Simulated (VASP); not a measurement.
Zr, 1 atom in the cell. It takes space group Im-3m (No. 229, cubic). The conventional cell has a = 3.620 Å, b = 3.620 Å, c = 3.620 Å, α = 90.00°, β = 90.00°, γ = 90.00°. Zr (site symmetry m-3m) has 14 Zr at 3.14 to 3.62 Å within 4.1 Å. This isn't the form of Zr at room conditions, which is hcp.

```yaml
Program: VASP 6.6.1
Task: single point
Functional: PBE
Potentials_or_basis: VASP PAW PBE potentials, release 64 (Zr_sv)
Cutoff: 520 eV
k_mesh: 14 × 14 × 14
Occupations: gaussian, width 0.1 eV
Spin: no spin polarisation
Dipole_correction: no
Further_INCAR_settings: ALGO = Normal; EDIFF = 1e-06; NBANDS = 12
```

Potentials or basis: VASP PAW PBE potentials, release 64 (Zr_sv).

Command:

```sh
$ cat potpaw_PBE.64/Zr_sv/POTCAR > POTCAR
$ mpirun -np 1 vasp_std > vasp.out
```

Hardware: 1 thread of Intel Xeon 8259CL (shared host).

Problem. Estimate the wall time of this run.

Solution. It took 26 s on 1 thread of Intel Xeon 8259CL, on a shared host, peak memory 0.16 GiB. Counts: scf iterations 12, k points 104.
